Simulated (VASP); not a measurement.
CaO:

```
Ca O
1.0
     0.00000    2.44900    2.44900
     2.44900    0.00000    2.44900
     2.44900    2.44900    0.00000
Ca O
1 1
Direct
  0.00000 0.00000 0.00000
  0.50000 0.50000 0.50000
```

Base run:

| Item | Value |
| --- | --- |
| Program | VASP 6.6.1 |
| Functional | r2SCAN |
| Potentials or basis | VASP PAW PBE potentials, release 64 (Ca_sv, O) |
| Cutoff | 520 eV |
| k mesh | 9 × 9 × 9 |
| Occupations | fermi-dirac, width 0.03 eV |
| Spin | no spin polarisation |

Its results: band gap on the k mesh 4.25 eV (least direct gap 4.63 eV); pressure -5.7 GPa.

Q: The run is repeated on the same cell with these changes: functional from r2SCAN to PBEsol. What comes out?

A: Band gap on the k mesh 3.61 eV (least direct gap 3.99 eV); pressure -7.4 GPa.

Caveats: the cell stands under tension; the PAW data sets were made with another functional, which shifts forces and pressure a little; an odd mesh through Γ misses points on the zone boundary, where band edges can lie.
